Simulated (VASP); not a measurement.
# C: single point with B3LYP+D3(BJ)

Crystal: C.

```xyz
2
Lattice="0.0000 1.7834 1.7834 1.7834 0.0000 1.7834 1.7834 1.7834 0.0000" Properties=species:S:1:pos:R:3 pbc="T T T"
C     2.6751    2.6751    2.6751
C     1.7834    1.7834    1.7834
```

```json
{
  "Program": "VASP 6.6.1",
  "Task": "single point",
  "Functional": "B3LYP",
  "Dispersion": "D3(BJ)",
  "Potentials or basis": "VASP PAW PBE potentials, release 64 (C)",
  "Cutoff": "520 eV",
  "k mesh": "8 × 8 × 8",
  "Occupations": "gaussian, width 0.01 eV",
  "Spin": "no spin polarisation"
}
```

```
Pressure                   : -7.3 GPa
Band gap on the k mesh     : 6.00 eV, indirect (least direct gap 7.45 eV)
Dispersion energy per atom : -0.308 eV
```

Levels at points of the mesh, in eV from the valence-band top:
| k point | band 1 | band 2 | band 3 | band 4 | band 5 | band 6 | band 7 | band 8 | band 9 |
| --- | --- | --- | --- | --- | --- | --- | --- | --- | --- |
| (0.00, 0.00, 0.00) | -22.87 | 0.00 | 0.00 | 0.00 | 7.45 | 7.45 | 7.45 | 15.65 | 21.67 |
| (0.50, 0.00, 0.00) | -16.82 | -14.14 | -2.98 | -2.98 | 10.52 | 10.52 | 10.88 | 18.14 | 24.37 |
| (0.50, 0.50, 0.00) | -13.64 | -13.64 | -6.65 | -6.65 | 6.68 | 6.68 | 19.31 | 19.31 | 25.80 |

Run time: 28 min on 1 thread of AMD EPYC 7R13, with other jobs on the host, peak memory 0.11 GiB.

Caveat: three body term missing; the PAW data sets were made with another functional, which shifts forces and pressure a little. A k mesh can miss the band edges.
